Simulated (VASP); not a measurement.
# ZnAu (Pm-3m) in VASP: further runs

ZnAu is run at these levels: PBE; tasks: single point.

All numbers are computed with VASP 6.6.1; they aren't measurements. Logs are shortened: lines on timing, memory, paths and dates and some standing lists are left out, and cuts for length are marked.

## 1. The cell of the first run

The structure is cubic, space group Pm-3m (No. 221). Conventional cell: a = 3.083 Å, b = 3.083 Å, c = 3.083 Å, α = 90.00°, β = 90.00°, γ = 90.00°. Au (site symmetry m-3m) has 8 Zn at 2.67 Å and 6 Au at 3.08 Å within 3.5 Å. Zn (site symmetry m-3m) has 8 Au at 2.67 Å and 6 Zn at 3.08 Å within 3.5 Å.

## 2. Single point, PBE (volume scaled by 0.94)

The input, INCAR:

```
PREC     = Accurate       # precision mode
ENCUT    = 520            # plane-wave cutoff, eV
EDIFF    = 1E-6           # SCF threshold, eV
ISMEAR   = -1             # smearing method
SIGMA    = 0.05           # smearing width, eV
LREAL    = False          # projectors in reciprocal space
LASPH    = True           # aspherical terms in the spheres
NELM     = 60             # most SCF steps
ALGO     = Normal         # electronic algorithm
ISIF     = 2              # what is computed and relaxed
LWAVE    = False          # write WAVECAR
LCHARG   = False          # write CHGCAR
GGA      = PE             # functional
NBANDS   = 18             # bands
```

The input, KPOINTS:

```
regular mesh
0
Gamma
  8 8 8
```

The input, POSCAR:

```
ZnAu
1.0
    3.0827574841      0.0000000000      0.0000000000
    0.0000000000      3.0827574841      0.0000000000
    0.0000000000      0.0000000000      3.0827574841
Au Zn
1 1
Direct
    0.0000000000      0.0000000000      0.0000000000
    0.5000000000      0.5000000000      0.5000000000
```

Potentials or basis: VASP PAW PBE potentials, release 64 (Au, Zn).

Command:

```console
$ cat potpaw_PBE.64/Au/POTCAR potpaw_PBE.64/Zn/POTCAR > POTCAR
$ mpirun -np 1 vasp_std > vasp.out
```

OUTCAR:

```text
PREC = Accurate
   ENCUT = 520
   EDIFF = 1E-6
   ISMEAR = -1
   LREAL = False
   LASPH = True
   NELM = 60
   ISIF = 2
   GGA = PE

 ion  position               nearest neighbor table
   1  0.000  0.000  0.000-   2 2.67   2 2.67   2 2.67   2 2.67   2 2.67   2 2.67   2 2.67   2 2.67

   2  0.500  0.500  0.500-   1 2.67   1 2.67   1 2.67   1 2.67   1 2.67   1 2.67   1 2.67   1 2.67

  LATTYP: Found a simple cubic cell.
 ALAT       =     3.0827574841

  Lattice vectors:

 A1 = (   3.0827574841,   0.0000000000,   0.0000000000)
 A2 = (   0.0000000000,   3.0827574841,   0.0000000000)
 A3 = (   0.0000000000,   0.0000000000,   3.0827574841)

Analysis of symmetry for initial positions (statically):
=====================================================================
 Subroutine PRICEL returns:
 Original cell was already a primitive cell.

 Routine SETGRP: Setting up the symmetry group for a
 simple cubic supercell.

 Subroutine GETGRP returns: Found 48 space group operations
 (whereof 48 operations were pure point group operations)
 out of a pool of 48 trial point group operations.

The static configuration has the point symmetry O_h .

Analysis of symmetry for dynamics (positions and initial velocities):
=====================================================================
 Subroutine PRICEL returns:
 Original cell was already a primitive cell.

 Routine SETGRP: Setting up the symmetry group for a
 simple cubic supercell.

 Subroutine GETGRP returns: Found 48 space group operations
 (whereof 48 operations were pure point group operations)
 out of a pool of 48 trial point group operations.

The dynamic configuration has the point symmetry O_h .

 Subroutine INISYM returns: Found 48 space group operations
 (whereof 48 operations are pure point group operations),
 and found     1 'primitive' translations

----------------------------------------------------------------------------------------

                                     Primitive cell

  volume of cell :      29.2967

  direct lattice vectors                    reciprocal lattice vectors
     3.082757484  0.000000000  0.000000000     0.324384907  0.000000000  0.000000000
     0.000000000  3.082757484  0.000000000     0.000000000  0.324384907  0.000000000
     0.000000000  0.000000000  3.082757484     0.000000000  0.000000000  0.324384907

  length of vectors
     3.082757484  3.082757484  3.082757484     0.324384907  0.324384907  0.324384907

  position of ions in fractional coordinates (direct lattice)
     0.000000000  0.000000000  0.000000000
     0.500000000  0.500000000  0.500000000

  ion indices of the primitive-cell ions
   primitive index   ion index
                 1           1
                 2           2

----------------------------------------------------------------------------------------

 KPOINTS: regular mesh

Automatic generation of k-mesh.
 Grid dimensions read from file:
 generate k-points for:    8    8    8

 Generating k-lattice:

  Cartesian coordinates                     Fractional coordinates (reciprocal lattice)
     0.040548113  0.000000000  0.000000000     0.125000000  0.000000000  0.000000000
     0.000000000  0.040548113  0.000000000     0.000000000  0.125000000  0.000000000
     0.000000000  0.000000000  0.040548113     0.000000000  0.000000000  0.125000000

  Length of vectors
     0.040548113  0.040548113  0.040548113

  Shift w.r.t. Gamma in fractional coordinates (k-lattice)
     0.000000000  0.000000000  0.000000000

 Subroutine IBZKPT returns following result:
 ===========================================

 Found     35 irreducible k-points:

 Following reciprocal coordinates:
            Coordinates               Weight
  0.000000  0.000000  0.000000      1.000000
  0.125000  0.000000  0.000000      6.000000
  0.250000  0.000000  0.000000      6.000000
  0.375000  0.000000  0.000000      6.000000
  0.500000  0.000000  0.000000      3.000000
  0.125000  0.125000  0.000000     12.000000
[... 16 lines left out ...]
  0.375000  0.375000  0.125000     24.000000
  0.500000  0.375000  0.125000     24.000000
 [... further k-points ...]
   k-points           NKPTS =     35   k-points in BZ     NKDIM =     35   number of bands    NBANDS=     18
   number of dos      NEDOS =    301   number of ions     NIONS =      2
   total plane-waves  NPLWV =  13824
   dimension x,y,z NGX =    24 NGY =   24 NGZ =   24
   dimension x,y,z NGXF=    48 NGYF=   48 NGZF=   48
   ions per type =               1   1
   NGX,Y,Z   is equivalent  to a cutoff of  12.94, 12.94, 12.94 a.u.
   NGXF,Y,Z  is equivalent  to a cutoff of  25.89, 25.89, 25.89 a.u.
 SYSTEM =  unknown system
   PREC   = accura    normal or accurate (medium, high low for compatibility)
   ISTART =      0    job   : 0-new  1-cont  2-samecut
   ICHARG =      2    charge: 1-file 2-atom 10-const
   ISPIN  =      1    spin polarized calculation?
   LNONCOLLINEAR =      F non collinear calculations
   LSORBIT =      F    spin-orbit coupling
   LASPH  =      T    aspherical Exc in radial PAW
   ENCUT  =  520.0 eV  38.22 Ry    6.18 a.u.   5.73  5.73  5.73*2*pi/ulx,y,z
   NELM   =     60;   NELMIN=  2; NELMDL= -5     # of ELM steps
   EDIFF  = 0.1E-05   stopping-criterion for ELM
   LREAL  =      F    real-space projection
   EDIFFG = 0.1E-04   stopping-criterion for IOM
   NSW    =      0    number of steps for IOM
   IBRION =     -1    ionic relax: 0-MD 1-quasi-New 2-CG
   NFREE  =      0    steps in history (QN), initial steepest desc. (CG)
   ISIF   =      2    stress and relaxation
   ISYM   =      2    0-nonsym 1-usesym 2-fastsym
   POTIM  = 0.5000    time-step for ionic-motion
   TEBEG  =    0.0;   TEEND  =   0.0 temperature during run
   PSTRESS=    0.0 pullay stress
   NELECT =      23.0000    total number of electrons
   NUPDOWN=      -1.0000    fix difference up-down
   EMIN   =  10.00;   EMAX   =-10.00  energy-range for DOS
   EFERMI =   0.00;   METHOD = LEGACY
   ISMEAR =    -1;   SIGMA  =   0.05  broadening in eV -4-tet -1-fermi 0-gaus
   EFERMI_NEDOS =   21; number of points for ismear=-14 and -15
   IALGO  =     38    algorithm
   IMIX   =      4    mixing-type and parameters
     AMIX     =   0.40;   BMIX     =  1.00
     AMIX_MAG =   1.60;   BMIX_MAG =  1.00
  volume/ion in A,a.u.               =      14.65        98.85
  Fermi-wavevector in a.u.,A,eV,Ry     =   1.510236  2.853932 31.032332  2.280812
  Thomas-Fermi vector in A             =   2.620452
   LORBIT       =      0    0 simple, 1 ext, 2 COOP (PROOUT), +10 PAW based schemes
   GGA     = PE    functional components
   LHFCALC =     F    Hartree Fock is set to
   AEXX    =    0.0000 exact exchange contribution
   IVDW    =     0    specifies the selected vdW correction
   LEPSILON=     F    determine dielectric tensor
   LRPA    =     F    only Hartree local field effects (RPA)
 non-spin polarized calculation
  energy-cutoff  :      520.00
  volume of cell :       29.30
 maximum number of plane-waves:       840
 NGX is ok and might be reduce to    24
   NGX = 11   NGY = 11   NGZ = 11

 number of electron      22.9999970 magnetization

 Free energy of the ion-electron system (eV)
  ---------------------------------------------------
  ext. energy  EPLUGINS =         0.00000000
  ---------------------------------------------------
  free energy    TOTEN  =        -4.61932128 eV

  energy without entropy =       -4.61594828  energy(sigma->0) =       -4.61763478

 E-fermi :   7.7897     XC(G=0): -12.7345

 val. band max:        7.6304269497   @ k =   0.3750   0.2500   0.1250
 cond. band min:       7.9204869647   @ k =   0.3750   0.3750   0.1250
 fundamental gap:      0.2900600150
 Fermi energy:         7.7896996219

 k-point     1 :       0.0000    0.0000    0.0000
  band No.  band energies     occupation
      1      -3.3270      2.00000
      2      -0.5729      2.00000
      3      -0.5729      2.00000
      4       0.2794      2.00000
      5       0.2794      2.00000
      6       0.2794      2.00000
[... 10 lines left out ...]
     17      20.4761      0.00000
     18      26.4242      0.00000

 k-point     2 :       0.1250    0.0000    0.0000
  band No.  band energies     occupation
      1      -3.0366      2.00000
      2      -0.4995      2.00000
      3      -0.4775      2.00000
      4       0.2772      2.00000
      5       0.2772      2.00000
      6       0.3069      2.00000
[... 10 lines left out ...]
     17      21.8535      0.00000
     18      26.3164      0.00000

 k-point     3 :       0.2500    0.0000    0.0000
  band No.  band energies     occupation
      1      -2.2104      2.00000
      2      -0.3044      2.00000
      3      -0.2529      2.00000
      4       0.2762      2.00000
      5       0.2762      2.00000
      6       0.3751      2.00000
[... 10 lines left out ...]
     17      24.8337      0.00000
     18      24.9271      0.00000

 k-point     4 :       0.3750    0.0000    0.0000
  band No.  band energies     occupation
      1      -1.0315      2.00000
      2      -0.0724      2.00000
      3      -0.0494      2.00000
      4       0.2829      2.00000
      5       0.2829      2.00000
      6       0.4463      2.00000
[... 10 lines left out ...]
     17      22.2493      0.00000
     18      22.2738      0.00000

 k-point     5 :       0.5000    0.0000    0.0000
  band No.  band energies     occupation
      1      -0.1182      2.00000
      2      -0.1175      2.00000
      3       0.0410      2.00000
      4       0.2885      2.00000
      5       0.2885      2.00000
      6       0.4768      2.00000
[... 10 lines left out ...]
     17      19.6681      0.00000
     18      19.7788      0.00000

 k-point     6 :       0.1250    0.1250    0.0000
  band No.  band energies     occupation
      1      -2.7548      2.00000
      2      -0.4294      2.00000
      3      -0.3907      2.00000
      4       0.2253      2.00000
      5       0.2744      2.00000
      6       0.3634      2.00000
[... 10 lines left out ...]
     17      21.8955      0.00000
     18      24.9312      0.00000

 k-point     7 :       0.2500    0.1250    0.0000
  band No.  band energies     occupation
      1      -1.9666      2.00000
      2      -0.2722      2.00000
      3      -0.1680      2.00000
      4       0.1913      2.00000
      5       0.2852      2.00000
      6       0.4043      2.00000
[... 10 lines left out ...]
     17      22.5218      0.00000
     18      25.0545      0.00000

 k-point     8 :       0.3750    0.1250    0.0000
  band No.  band energies     occupation
      1      -0.9114      2.00000
      2      -0.1220      2.00000
      3       0.0338      2.00000
      4       0.2017      2.00000
      5       0.3918      2.00000
      6       0.4003      2.00000
[... 10 lines left out ...]
     17      21.8858      0.00000
     18      22.3221      0.00000
[... 229 lines left out ...]
     17      22.2758      0.00000
     18      22.6548      0.00000

 k-point    20 :       0.2500    0.2500    0.1250
  band No.  band energies     occupation
      1      -1.1140      2.00000
      2      -0.1444      2.00000
      3       0.0708      2.00000
      4       0.0780      2.00000
      5       0.2218      2.00000
      6       0.3519      2.00000
[... 10 lines left out ...]
     17      22.2261      0.00000
     18      22.6495      0.00000

 k-point    21 :       0.3750    0.2500    0.1250
  band No.  band energies     occupation
      1      -0.6011      2.00000
      2      -0.1962      2.00000
      3       0.0393      2.00000
      4       0.1376      2.00000
      5       0.2695      2.00000
      6       0.7643      2.00000
[... 10 lines left out ...]
     17      21.8176      0.00000
     18      23.4972      0.00000

 k-point    22 :       0.5000    0.2500    0.1250
  band No.  band energies     occupation
      1      -0.4251      2.00000
      2      -0.2983      2.00000
      3       0.0579      2.00000
      4       0.0827      2.00000
      5       0.3291      2.00000
      6       1.4102      2.00000
[... 10 lines left out ...]
     17      21.5058      0.00000
     18      24.6165      0.00000

 k-point    23 :       0.3750    0.3750    0.1250
  band No.  band energies     occupation
      1      -0.5900      2.00000
      2      -0.4086      2.00000
      3      -0.0673      2.00000
      4       0.0305      2.00000
      5       0.4974      2.00000
      6       1.1481      2.00000
[... 10 lines left out ...]
     17      20.5398      0.00000
     18      22.7895      0.00000

 k-point    24 :       0.5000    0.3750    0.1250
  band No.  band energies     occupation
      1      -0.5744      2.00000
      2      -0.5316      2.00000
      3      -0.0696      2.00000
      4      -0.0614      2.00000
      5       0.5776      2.00000
      6       1.2848      2.00000
[... 10 lines left out ...]
     17      20.4268      0.00000
     18      22.9190      0.00000

 [... further k-points ...]

------------------------ aborting loop because EDIFF is reached ----------------------------------------

  FORCE on cell =-STRESS in cart. coord.  units (eV):
  Direction    XX          YY          ZZ          XY          YZ          ZX
  --------------------------------------------------------------------------------------
  -------------------------------------------------------------------------------------
  Total        2.8682127      2.8682127      2.8682127      0.0000000      0.0000000     -0.0000000
  in kB      156.8569826    156.8569826    156.8569826      0.0000000      0.0000000     -0.0000000
  external PRESSURE =     156.8569826 kB  Pullay stress =       0.0000000 kB

 VOLUME and BASIS-vectors are now :
 -----------------------------------------------------------------------------
  energy-cutoff  :      520.00
  volume of cell :       29.30
      direct lattice vectors                 reciprocal lattice vectors
     3.082757484  0.000000000  0.000000000     0.324384907  0.000000000  0.000000000
     0.000000000  3.082757484  0.000000000     0.000000000  0.324384907  0.000000000
     0.000000000  0.000000000  3.082757484     0.000000000  0.000000000  0.324384907

 POSITION                                       TOTAL-FORCE (eV/Angst)
 -----------------------------------------------------------------------------------
      0.00000      0.00000      0.00000         0.000000      0.000000      0.000000
      1.54138      1.54138      1.54138         0.000000      0.000000      0.000000
 -----------------------------------------------------------------------------------
    total drift:                                0.000000      0.000000     -0.000000

  FREE ENERGIE OF THE ION-ELECTRON SYSTEM (eV)
  ---------------------------------------------------
  free  energy   TOTEN  =        -4.6193212838 eV

  energy  without entropy=       -4.6159482826  energy(sigma->0) =       -4.61763478
```

Run time: 13 s. Hardware: 1 thread of AMD EPYC 7R13 (Zen 3), shared host; peak memory 0.12 GiB.

Results:

| Item | Value |
| --- | --- |
| Free energy | -4.6193 eV |
| Pressure | 15.7 GPa |

Levels at points of the mesh, in eV from the Fermi level:
```
           k point  band 8  band 9  band 10  band 11  band 12  band 13  band 14  band 15
(0.00, 0.00, 0.00)   -5.57   -3.74    -3.74    -3.74     5.19     5.19     5.19     9.77
(0.50, 0.00, 0.00)   -5.55   -5.09    -5.09    -3.95    -2.29    10.63    11.64    11.64
(0.50, 0.50, 0.00)   -4.10   -4.10    -3.13    -2.14    -2.14     1.18     2.99    10.85
(0.50, 0.50, 0.50)   -6.77   -3.07    -3.07     1.69     3.93     3.93     3.93     4.11
```

Caveat: spin-orbit coupling is left out, which moves the levels of the heavy elements.

[end of part 1 of 2]
